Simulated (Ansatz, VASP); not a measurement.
**Two plane-wave programs on SnO2**

File INCAR:

```
ALGO = Normal
EDIFF = 1E-7
ENCUT = 520
ISIF = 2
ISMEAR = 0
LASPH = True
LCHARG = True
LELF = True
LREAL = False
LVHAR = True
LWAVE = False
NBANDS = 35
NELM = 100
PREC = Accurate
SIGMA = 0.05
```

The input KPOINTS:

```
k-points
0
Gamma
  6 6 8
```

Contents of POSCAR:

```
SnO2
1.0
    4.4907696718      0.0000000000      0.0000000000
    0.0000000000      4.4913213421      0.0000000000
    0.0000000000      0.0000000000      3.0339885145
Sn O
2 4
Direct
    0.5000000000      0.5000000000      0.5000000000
    0.0000000000      0.0000000000      0.0000000000
    0.3059833077      0.2932176170      0.0000000000
    0.8059833077      0.2067823830      0.5000000000
    0.1940166923      0.7932176170      0.5000000000
    0.6940166923      0.7067823830      0.0000000000
```

Input for Ansatz:

```yaml
crystal:
  lattice:
    - [4.4907696718, 0.0, 0.0]
    - [0.0, 4.4913213421, 0.0]
    - [0.0, 0.0, 3.0339885145]
  atoms:
    - { symbol: Sn, position: [0.5, 0.5, 0.5] }
    - { symbol: Sn, position: [0.0, 0.0, 0.0] }
    - { symbol: O, position: [0.3059833077, 0.293217617, 0.0] }
    - { symbol: O, position: [0.8059833077, 0.206782383, 0.5] }
    - { symbol: O, position: [0.1940166923, 0.793217617, 0.5] }
    - { symbol: O, position: [0.6940166923, 0.706782383, 0.0] }
basis:
  ecutwfc: 520.0
kpoints:
  mp_grid: { grid: [6, 6, 8] }
hamiltonian:
  xc: lda
scf:
  occupations: { method: gaussian, width: 0.05 }
output:
  forces: true
  stress: true
  eigenvalues: true
```

Alike in both runs: task single point; functional LDA; k mesh 6 × 6 × 8; occupations gaussian, width 0.05 eV; no spin polarisation.

|  | VASP | Ansatz |
| --- | --- | --- |
| version | VASP 6.6.1 | Ansatz 0.2.0 |
| potentials or method | VASP PAW LDA potentials, release 64 (Sn_d, O), cutoff 520 eV | scalar-relativistic, plane waves, PAW |
| valence electrons in the cell | 52 | 52 |

|  | VASP | Ansatz | Ansatz less VASP |
| --- | --- | --- | --- |
| gap on the k mesh at the Fermi level (eV) | 3.03 | 2.99 | -0.041 |
| least direct gap on the mesh (eV) | 3.03 | 2.99 | -0.041 |
| rms of the force components (eV/Å) | 0.442 | 0.450 | +0.0080 |

LDA's correlation is that of Perdew and Zunger in VASP and of Perdew and Wang (1992) in Ansatz. Atom by atom the forces differ by 0.008 eV/Å (rms over components).
